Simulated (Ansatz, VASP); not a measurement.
## Two plane-wave programs on K2AlRu4

```xyz
7
Lattice="4.4474 0.0000 0.0000 -2.2237 3.8515 0.0000 0.0000 0.0000 8.5604" Properties=species:S:1:pos:R:3 pbc="T T T"
K     0.0000    2.5677    4.2802
K     2.2237    1.2838    4.2802
Al    0.0000    0.0000    0.0000
Ru    0.0000    2.5677    1.1950
Ru    2.2237    1.2838    1.1950
Ru    2.2237    1.2838    7.3654
Ru    0.0000    2.5677    7.3654
```

Alike in both runs: task relaxation of cell and atoms; functional PBE; k mesh 12 × 12 × 4; occupations gaussian, width 0.1 eV; no spin polarisation.

|  | VASP | Ansatz |
| --- | --- | --- |
| version | VASP 6.6.1 | Ansatz 0.2.0 |
| potentials or method | VASP PAW PBE potentials, release 64 (K_sv, Al, Ru_pv), cutoff 600 eV | scalar-relativistic, plane waves, PAW |
| valence electrons in the cell | 77 | 85 |

Ansatz gave:

- gap on the k mesh at the Fermi level, each at its own relaxed structure (eV): none
- relaxed volume (Å³/atom): 20.91
- relaxed length of the cell vector where the two differ most in proportion (Å): 8.466

Problem. Which values does VASP return?

Solution. gap on the k mesh at the Fermi level, each at its own relaxed structure (eV): none; relaxed volume (Å³/atom): 20.96; relaxed length of the cell vector where the two differ most in proportion (Å): 8.475.

A gap of «none» marks a metal or a gap that the smearing closes. VASP's potentials hold 77 valence electrons a cell and Ansatz's 85, so a difference there can come from the potentials and not from the codes.
